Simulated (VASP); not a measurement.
# BN in VASP: a series of runs

BN is run at these levels: PBE; tasks: single point.

Program: VASP 6.6.1. These are calculated values, not measurements. Logs are shortened: lines on timing, memory, paths and dates and some standing lists are left out, and cuts for length are marked.

## 1. The cell of the first run

The cell holds a sheet with vacuum, 2 atoms: a = 2.502 Å, b = 2.502 Å, c = 16.000 Å, α = 90.00°, β = 90.00°, γ = 60.04°.

## 2. Single point, PBE

INCAR

```
SYSTEM = BN
  GGA = PE
  LDIPOL = .True.
  IDIPOL = 3
  DIPOL = 0.5 0.5 0.500
  ISMEAR = 0
  SIGMA = 0.03
  LWAVE = .False.
  LCHARG = .False.
  ISIF = 0
  PREC = Accurate
  LASPH = .True.
  LREAL = .False.
  ALGO = Normal
  EDIFF = 1E-6
  NELM = 120
  GGA_COMPAT = .False.
  ENCUT = 520
  EFERMI = MIDGAP
  NELMDL = -8
  NBANDS = 14
```

KPOINTS

```
Automatic mesh
0
Gamma
  10 10 1
  0 0 0
```

POSCAR

```
BN
1.0
    2.5017062525      0.0000000000      0.0000000000
    1.2492946936     -2.1674401819      0.0000000000
    0.0000000000      0.0000000000    -16.0000000000
N B
1 1
Direct
    0.0000000000      1.0000000000      0.5000000000
    0.6666026900      0.6666026900      0.5000000000
```

Potentials or basis: VASP PAW PBE potentials, release 64 (N, B).

Run with:

```console
$ cat potpaw_PBE.64/N/POTCAR potpaw_PBE.64/B/POTCAR > POTCAR
$ mpirun -np 1 vasp_std > vasp.out
```

OUTCAR:

```text
SYSTEM = BN
   GGA = PE
   ISMEAR = 0
   ISIF = 0
   PREC = Accurate
   LASPH = .True.
   LREAL = .False.
   EDIFF = 1E-6
   NELM = 120
   ENCUT = 520
   EFERMI = MIDGAP
   NELMDL = -8

 Found     31 irreducible k-points:

 Following reciprocal coordinates:
            Coordinates               Weight
  0.000000  0.000000  0.000000      1.000000
  0.100000  0.000000  0.000000      4.000000
  0.200000  0.000000  0.000000      4.000000
  0.300000 -0.000000  0.000000      4.000000
  0.400000  0.000000  0.000000      4.000000
  0.500000  0.000000  0.000000      2.000000
   k-points           NKPTS =     31   k-points in BZ     NKDIM =     31   number of bands    NBANDS=     14
   number of dos      NEDOS =    301   number of ions     NIONS =      2
   total plane-waves  NPLWV =  48000
   dimension x,y,z NGX =    20 NGY =   20 NGZ =  120
   dimension x,y,z NGXF=    40 NGYF=   40 NGZF=  240
   ions per type =               1   1
   NGX,Y,Z   is equivalent  to a cutoff of  13.29, 13.29, 12.47 a.u.
   NGXF,Y,Z  is equivalent  to a cutoff of  26.58, 26.58, 24.94 a.u.
 SYSTEM =  BN
   PREC   = accura    normal or accurate (medium, high low for compatibility)
   ISTART =      0    job   : 0-new  1-cont  2-samecut
   ICHARG =      2    charge: 1-file 2-atom 10-const
   ISPIN  =      1    spin polarized calculation?
   LNONCOLLINEAR =      F non collinear calculations
   LSORBIT =      F    spin-orbit coupling
   LASPH  =      T    aspherical Exc in radial PAW
   ENCUT  =  520.0 eV  38.22 Ry    6.18 a.u.   4.65  4.65 29.75*2*pi/ulx,y,z
   NELM   =    120;   NELMIN=  2; NELMDL= -8     # of ELM steps
   EDIFF  = 0.1E-05   stopping-criterion for ELM
   LREAL  =      F    real-space projection
   EDIFFG = 0.1E-04   stopping-criterion for IOM
   NSW    =      0    number of steps for IOM
   IBRION =     -1    ionic relax: 0-MD 1-quasi-New 2-CG
   NFREE  =      0    steps in history (QN), initial steepest desc. (CG)
   ISIF   =      0    stress and relaxation
   ISYM   =      2    0-nonsym 1-usesym 2-fastsym
   POTIM  = 0.5000    time-step for ionic-motion
   TEBEG  =    0.0;   TEEND  =   0.0 temperature during run

   SCALEE = 1.0000    scale energy and forces
   PSTRESS=    0.0 pullay stress
   NELECT =       8.0000    total number of electrons
   NUPDOWN=      -1.0000    fix difference up-down
   EMIN   =  10.00;   EMAX   =-10.00  energy-range for DOS
   EFERMI =   0.00;   METHOD = MIDGAP
   ISMEAR =     0;   SIGMA  =   0.03  broadening in eV -4-tet -1-fermi 0-gaus
   EFERMI_NEDOS =   21; number of points for ismear=-14 and -15
   IALGO  =     38    algorithm
   IMIX   =      4    mixing-type and parameters
     AMIX     =   0.40;   BMIX     =  1.00
     AMIX_MAG =   1.60;   BMIX_MAG =  1.00
  volume/ion in A,a.u.               =      43.38       292.73
  Fermi-wavevector in a.u.,A,eV,Ry     =   0.739612  1.397663  7.442730  0.547025
  Thomas-Fermi vector in A             =   1.833816
   LORBIT       =      0    0 simple, 1 ext, 2 COOP (PROOUT), +10 PAW based schemes
   GGA     = PE    functional components
   LHFCALC =     F    Hartree Fock is set to
   AEXX    =    0.0000 exact exchange contribution
   IVDW    =     0    specifies the selected vdW correction
   LEPSILON=     F    determine dielectric tensor
   LRPA    =     F    only Hartree local field effects (RPA)

   CSHIFT  =0.1000    complex shift for real part using Kramers Kronig

   OMEGAMAX=  -1.0    maximum frequency
 non-spin polarized calculation
 Gauss-broadening in eV      SIGMA  =   0.03
  energy-cutoff  :      520.00
  volume of cell :       86.76
 maximum number of plane-waves:      2361
   NGX =  9   NGY =  9   NGZ = 59

 number of electron       7.9999999 magnetization

 DIPCOR: dipole corrections for dipol
 direction  3 min pos     1,
 dipolmoment           0.000000      0.000000     -0.000000 electrons x Angstroem
 Tr[quadrupol]        -3.543822

 energy correction for charged system         0.000000 eV

 dipol+quadrupol energy correction           -0.000000 eV

 added-field ion interaction          0.000000 eV  (added to PSCEN)

 Free energy of the ion-electron system (eV)
  ---------------------------------------------------
  ext. energy  EPLUGINS =         0.00000000
  ---------------------------------------------------
  free energy    TOTEN  =       -17.59844952 eV

  energy without entropy =      -17.59844952  energy(sigma->0) =      -17.59844952

 E-fermi :  -1.8750     XC(G=0):  -2.6286

 val. band max:       -4.3060119486   @ k =  -0.4000   0.3000   0.0000
 cond. band min:       0.5560829059   @ k =   0.0000   0.0000   0.0000
 fundamental gap:      4.8620948546
 Fermi energy:        -1.8749645213

 k-point     1 :       0.0000    0.0000    0.0000
  band No.  band energies     occupation
      1     -21.8031      2.00000
      2      -9.3795      2.00000
      3      -5.4627      2.00000
      4      -5.4524      2.00000
      5       0.5561      0.00000
      6       1.5307      0.00000
      7       1.9976      0.00000
      8       3.5928      0.00000
      9       4.1244      0.00000
     10       6.6714      0.00000
     11       7.3580      0.00000
     12       7.4854      0.00000
     13       7.4951      0.00000
     14       9.2503      0.00000

 k-point     2 :       0.1000    0.0000    0.0000
  band No.  band energies     occupation
      1     -21.6108      2.00000
      2      -9.1210      2.00000
      3      -6.2501      2.00000
      4      -5.8187      2.00000
      5       0.8855      0.00000
      6       1.8336      0.00000
      7       2.3195      0.00000
      8       3.8822      0.00000
      9       4.4502      0.00000
     10       6.7937      0.00000
     11       7.2705      0.00000
     12       7.8559      0.00000
     13       8.3367      0.00000
     14       8.9484      0.00000

 k-point     3 :       0.2000    0.0000    0.0000
  band No.  band energies     occupation
      1     -21.0501      2.00000
      2      -8.3633      2.00000
      3      -8.1268      2.00000
      4      -6.6373      2.00000
      5       1.8298      0.00000
      6       2.7097      0.00000
      7       3.2748      0.00000
      8       4.6476      0.00000
      9       5.3551      0.00000
     10       6.4880      0.00000
     11       7.0403      0.00000
     12       8.8219      0.00000
     13       8.9454      0.00000
     14      10.5485      0.00000

 k-point     4 :       0.3000   -0.0000    0.0000
  band No.  band energies     occupation
      1     -20.1860      2.00000
      2     -10.3122      2.00000
      3      -7.4711      2.00000
      4      -7.1789      2.00000
      5       3.3305      0.00000
      6       3.4008      0.00000
      7       4.8403      0.00000
      8       4.8724      0.00000
      9       6.3173      0.00000
     10       6.7298      0.00000
     11       7.4164      0.00000
     12       9.9759      0.00000
     13      10.5479      0.00000
     14      13.1566      0.00000

 k-point     5 :       0.4000    0.0000    0.0000
  band No.  band energies     occupation
      1     -19.2185      2.00000
      2     -12.1928      2.00000
      3      -8.0500      2.00000
      4      -5.8013      2.00000
      5       1.7106      0.00000
      6       5.0969      0.00000
      7       6.5079      0.00000
      8       6.6907      0.00000
      9       7.2304      0.00000
     10       8.7148      0.00000
     11       9.3459      0.00000
     12      11.4975      0.00000
     13      11.6222      0.00000
     14      12.8663      0.00000

 k-point     6 :       0.5000    0.0000    0.0000
  band No.  band energies     occupation
      1     -18.7128      2.00000
      2     -13.0200      2.00000
      3      -8.2541      2.00000
      4      -5.0299      2.00000
      5       0.6837      0.00000
      6       5.6632      0.00000
      7       8.3647      0.00000
      8       8.8011      0.00000
      9       9.0591      0.00000
     10       9.6409      0.00000
     11       9.9493      0.00000
     12      10.0446      0.00000
     13      11.1144      0.00000
     14      11.7222      0.00000

 [... further k-points ...]

------------------------ aborting loop because EDIFF is reached ----------------------------------------

 vacuum level on the upper side and lower side of the slab       (xc-potential included)        -0.173        -0.173

 VOLUME and BASIS-vectors are now :
 -----------------------------------------------------------------------------
  energy-cutoff  :      520.00
  volume of cell :       86.76
      direct lattice vectors                 reciprocal lattice vectors
     2.501706253  0.000000000  0.000000000     0.399727186  0.230399462  0.000000000
     1.249294694 -2.167440182  0.000000000     0.000000000 -0.461373748  0.000000000
     0.000000000  0.000000000-16.000000000     0.000000000  0.000000000 -0.062500000

 POSITION                                       TOTAL-FORCE (eV/Angst)
 -----------------------------------------------------------------------------------
      0.00000      0.00000     -8.00000        -0.000821      0.000475      0.000000
      2.50043     -1.44482     -8.00000         0.000821     -0.000475      0.000000
 -----------------------------------------------------------------------------------
    total drift:                                0.000000     -0.000000      0.000000

  FREE ENERGIE OF THE ION-ELECTRON SYSTEM (eV)
  ---------------------------------------------------
  free  energy   TOTEN  =       -17.5984495230 eV

  energy  without entropy=      -17.5984495230  energy(sigma->0) =      -17.59844952

 vacuum level on the upper side and lower side of the slab         1.575         1.575
```

Run time: 29 s. Hardware: 1 thread of AMD EPYC 9R45 (Zen 5), shared host; peak memory 0.18 GiB.

What came out:

```yaml
Free_energy: -17.5984 eV
Band_gap_on_the_k_mesh: 4.86 eV (least direct gap 5.03 eV)
```

Levels at points of the mesh, in eV from the valence-band top:
```csv
k point,band 1,band 2,band 3,band 4,band 5,band 6,band 7,band 8,band 9
"(0.00, 0.00, 0.00)",-17.50,-5.07,-1.16,-1.15,4.86,5.84,6.30,7.90,8.43
"(0.50, 0.00, 0.00)",-14.41,-8.71,-3.95,-0.72,4.99,9.97,12.67,13.11,13.37
"(0.50, 0.50, 0.00)",-14.40,-8.71,-3.96,-0.72,5.00,9.95,12.68,13.11,13.37
```

## 3. Single point, PBE

Changes to INCAR since step 2:

```diff
@@ -17,5 +17,5 @@
   GGA_COMPAT = .False.
-  ENCUT = 520
+  ENCUT = 720
   EFERMI = MIDGAP
   NELMDL = -8
-  NBANDS = 14
+  NBANDS = 24
```

KPOINTS

```
Automatic mesh
0
Gamma
  20 20 1
  0 0 0
```

POSCAR is that of step 2.

Potentials or basis: VASP PAW PBE potentials, release 64 (N, B).

Run with:

```console
$ cat potpaw_PBE.64/N/POTCAR potpaw_PBE.64/B/POTCAR > POTCAR
$ mpirun -np 1 vasp_std > vasp.out
```

Wall time 4.8 min (1 thread of AMD EPYC 9R45 (Zen 5), shared host); peak memory 0.42 GiB.

The run converged. Its results:

```yaml
Free_energy: -17.6066 eV
Band_gap_on_the_k_mesh: 4.71 eV (least direct gap 4.75 eV)
```

Levels at points of the mesh, in eV from the valence-band top:
| k point | band 1 | band 2 | band 3 | band 4 | band 5 | band 6 | band 7 | band 8 | band 9 |
| --- | --- | --- | --- | --- | --- | --- | --- | --- | --- |
| (0.00, 0.00, 0.00) | -17.65 | -5.23 | -1.31 | -1.30 | 4.71 | 5.69 | 6.15 | 7.75 | 8.28 |
| (0.50, 0.00, 0.00) | -14.56 | -8.87 | -4.10 | -0.87 | 4.84 | 9.82 | 12.52 | 12.96 | 13.22 |
| (0.50, 0.50, 0.00) | -14.55 | -8.86 | -4.11 | -0.87 | 4.84 | 9.80 | 12.53 | 12.96 | 13.22 |
